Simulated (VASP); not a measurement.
A run of VASP 6.6.1:

The input INCAR:

```
ALGO = Normal ; EDIFF = 1E-6
ENCUT = 520 ; GGA = PE
ISIF = 2 ; ISMEAR = 0
IVDW = 12 ; LASPH = T
LCHARG = T ; LELF = T
LREAL = Auto ; LVHAR = T
LWAVE = F ; NBANDS = 57
NELM = 80 ; PREC = Accurate
SIGMA = 0.05
```

Contents of KPOINTS:

```
k-points
0
Gamma
  2 2 1
```

Contents of POSCAR:

```
H3C18N
1.0
    7.3980000000      0.0000000000      0.0000000000
   -3.6990000000      6.4068560000      0.0000000000
    0.0000000000      0.0000000000     12.0000000000
C N H
18 1 3
Direct
    0.0104150826      0.0072275700      0.0629090000
    0.2337391668      0.1178927699      0.0699152500
    0.0101979309      0.3390895628      0.0705439167
    0.2310017581      0.4501989743      0.0730941667
    0.0099441876      0.6729286564      0.0659030000
    0.2324436955      0.7845973126      0.0712530000
    0.3415159467      0.0053725259      0.0784262500
    0.5660077148      0.1143609284      0.1177834167
    0.3386609378      0.3376484503      0.0760444167
    0.5669131712      0.4534803030      0.0954830833
    0.3428686852      0.6722999549      0.0748194167
    0.5672457151      0.7864362801      0.0723719167
    0.6790817992      0.0053809544      0.0773012500
    0.8983006196      0.1167872354      0.0688505000
    0.6812274155      0.3396840822      0.0838029167
    0.8970824818      0.4488786700      0.0705672500
    0.6797509290      0.6791412200      0.0702720833
    0.8996687492      0.7859552330      0.0646952500
    0.5553800286      0.0907354559      0.2430652500
    0.5653482441      0.4631260637      0.1893344167
    0.7022106686      0.1727892745      0.2762523333
    0.4674017237      0.1486755750      0.2764784167
```

Potentials or basis: VASP PAW PBE potentials, release 64 (C, N, H).

Launch:

```console
$ cat potpaw_PBE.64/C/POTCAR potpaw_PBE.64/N/POTCAR potpaw_PBE.64/H/POTCAR > POTCAR
$ mpirun -np 1 vasp_std > vasp.out
```

Hardware: 1 thread of Intel Xeon 8259CL (shared host).

Problem. How long does it take, and how much memory?

Solution. Wall time 10 min on 1 thread of Intel Xeon 8259CL (shared host), peak memory 0.6 GiB. Counts: scf iterations 25, k points 4.
